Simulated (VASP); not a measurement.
The system is CdS (Hawleyite).

```
Cd S
1.0
     0.00000    2.89693    2.89693
     2.89693    0.00000    2.89693
     2.89693    2.89693    0.00000
Cd S
1 1
Direct
  0.00000 0.00000 0.00000
  0.75000 0.75000 0.75000
```

Base run:

| Item | Value |
| --- | --- |
| Program | VASP 6.6.1 |
| Functional | RPBE |
| Potentials or basis | VASP PAW PBE potentials, release 64 (Cd, S) |
| Cutoff | 520 eV |
| k mesh | 8 × 8 × 8 |
| Occupations | fermi-dirac, width 0.05 eV |
| Spin | no spin polarisation |

Its results: band gap on the k mesh 1.38 eV, direct; pressure 6.9 GPa.

**Question.** The run is repeated on the same cell with these changes: functional from RPBE to PBEsol. What comes out?

**Answer.** Band gap on the k mesh 1.05 eV, direct; pressure 1.4 GPa.

PBEsol binds more tightly than RPBE, so the same cell stands under less pressure.

Caveats: the PAW data sets were made with another functional, which shifts forces and pressure a little.

